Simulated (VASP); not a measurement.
YHSe, 3 atoms in the cell. It takes space group P-6m2 (No. 187, hexagonal). The conventional cell has a = 3.640 Å, b = 3.640 Å, c = 3.689 Å, α = 90.00°, β = 90.00°, γ = 120.00°. Within 2.8 Å of Y (site symmetry -6m2) lie 3 H at 2.10 Å and 6 Se at 2.80 Å. Within 2.8 Å of H (site symmetry -6m2) lie 3 Y at 2.10 Å and 6 Se at 2.80 Å. Within 3.7 Å of Se (site symmetry -6m2) lie 6 Y at 2.80 Å and 6 H at 2.80 Å and 8 Se at 3.64 to 3.69 Å. 

```yaml
Program: VASP 6.6.1
Task: single point
Functional: LDA
Potentials_or_basis: VASP PAW LDA potentials, release 64 (Y_sv, H, Se)
Cutoff: 500 eV
k_mesh: 9 × 9 × 8
Occupations: gaussian, width 0.01 eV
Spin: no spin polarisation
Dipole_correction: no
Further_INCAR_settings: ALGO = Normal; EDIFF = 1e-06; NBANDS = 16
```

Potentials or basis: VASP PAW LDA potentials, release 64 (Y_sv, H, Se).

The run is started by

```console
$ cat potpaw_LDA.64/Y_sv/POTCAR potpaw_LDA.64/H/POTCAR potpaw_LDA.64/Se/POTCAR > POTCAR
$ mpirun -np 1 vasp_std > vasp.out
```

Hardware: 1 thread of Intel(R) Xeon(R) 6975P-C (Granite Rapids), on a shared host.

**Question.** Estimate the wall time of this run.

**Answer.** Run time: 17 s on 1 thread of Intel(R) Xeon(R) 6975P-C (Granite Rapids), on a shared host, peak memory 0.18 GiB. Counts: scf iterations 13, k points 60.
